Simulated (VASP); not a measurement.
Input of a VASP 6.6.1 run:

The input INCAR:

```
SYSTEM = Zn18O17
PREC     = Accurate       ! precision mode
ENCUT    = 520            ! plane-wave cutoff, eV
EDIFF    = 1E-7           ! SCF threshold, eV
ISMEAR   = 0              ! smearing method
SIGMA    = 0.02           ! smearing width, eV
LREAL    = Auto         
LASPH    = .True.         ! aspherical terms in the spheres
NELM     = 100            ! most SCF steps
ALGO     = Normal         ! electronic algorithm
ISIF     = 2              ! what is computed and relaxed
LWAVE    = .False.        ! write WAVECAR
LCHARG   = .True.         ! write CHGCAR
GGA      = PE             ! functional
LELF     = .True.         ! ELF
LVHAR    = .True.       
NBANDS   = 182            ! bands
```

File KPOINTS:

```
Automatic mesh
0
Gamma
  2 2 2
  0.5 0.5 0.5
```

File POSCAR:

```
Zn18O17
1.0
    0.0000000000      5.6802364152     -5.2932739790
    4.9192290350     -2.8401182076     -5.2932739790
   -4.9192290350     -2.8401182076     -5.2932739790
Zn O
18 17
Direct
    0.0506232010      0.0784913872      0.3839565301
    0.3869139964      0.7202472763      0.3890354160
    0.0506232010      0.3839565301      0.0784913872
    0.7451580509      0.3839565357      0.3839565357
    0.3875670266      0.0560560010      0.0560560010
    0.0557020780      0.7202473054      0.7202473054
    0.7227227033      0.7209003772      0.0560559521
    0.3869139964      0.3890354160      0.7202472763
    0.7227227033      0.0560559521      0.7209003772
    0.7776732114      0.1110065935      0.1110065935
    0.1103028453      0.7786534134      0.1127578073
    0.7794244337      0.4436361508      0.7786534855
    0.4453201217      0.4436362095      0.1127577348
    0.1103028453      0.1127578073      0.7786534134
    0.7794244337      0.7786534855      0.4436361508
    0.4442612119      0.7775945209      0.7775945209
    0.0982377476      0.4315710565      0.4315710565
    0.4453201217      0.1127577348      0.4436362095
    1.2582157901      0.2647438285      0.5915491040
    0.3142571069      0.9866863718      0.3191982397
    0.9858649767      0.6475903615      0.9866863841
    0.6533530868      0.6475903705      0.3191982610
    0.3142571069      0.3191982397      0.9866863718
    0.9858649767      0.9866863841      0.6475903615
    0.6514076782      0.9847409872      0.9847409872
    0.3182190555      0.6515523645      0.6515523645
    0.6533530868      0.3191982610      0.6475903705
    0.9314299246      0.9343069815      0.2647632427
    0.2582157201      0.5915491370      0.2647438615
    0.9314299246      0.2647632427      0.9343069815
    0.6009735829      0.2647632810      0.2647632810
    0.2619584672      0.9292090397      0.9292090397
    0.9314106131      0.5915490548      0.5915490548
    0.5958756721      0.5952918561      0.9292090184
    0.5958756721      0.9292090184      0.5952918561
```

Potentials or basis: VASP PAW PBE potentials, release 64 (Zn, O).

Launch:

```bash
$ cat potpaw_PBE.64/Zn/POTCAR potpaw_PBE.64/O/POTCAR > POTCAR
$ mpirun -np 1 vasp_std > vasp.out
```

Q: Estimate the largest force.

A: 0.061 eV/Å.

Q: Estimate the band gap on the k mesh.

A: 1.93 eV.

Q: What does it give for the pressure?

A: -1.5 GPa.

Forces on the atoms (eV/Å):
```
Zn   0.042 -0.024 -0.019
Zn   0.005  0.003  0.004
Zn  -0.042 -0.024 -0.019
Zn   0.000  0.048 -0.019
Zn   0.000  0.002 -0.001
Zn   0.000 -0.006  0.004
Zn   0.002 -0.001 -0.001
Zn  -0.005  0.003  0.004
Zn  -0.002 -0.001 -0.001
Zn   0.000  0.000  0.011
Zn   0.000 -0.001  0.001
Zn  -0.001  0.001  0.001
Zn  -0.001  0.001  0.001
Zn   0.000 -0.001  0.001
Zn   0.001  0.001  0.001
Zn   0.000  0.000  0.002
Zn   0.000  0.000  0.061
Zn   0.001  0.001  0.001
O    0.000  0.000 -0.005
O   -0.005  0.002  0.003
O    0.004  0.003  0.003
O   -0.001 -0.005  0.003
O    0.005  0.002  0.003
O   -0.004  0.003  0.003
O    0.000  0.000  0.004
O    0.000  0.000 -0.002
O    0.001 -0.005  0.003
O   -0.002  0.001 -0.014
O    0.000  0.000 -0.005
O    0.002  0.001 -0.014
O    0.000 -0.003 -0.014
O    0.000 -0.003  0.001
O    0.000 -0.001 -0.005
O   -0.003  0.001  0.001
O    0.003  0.001  0.001
```
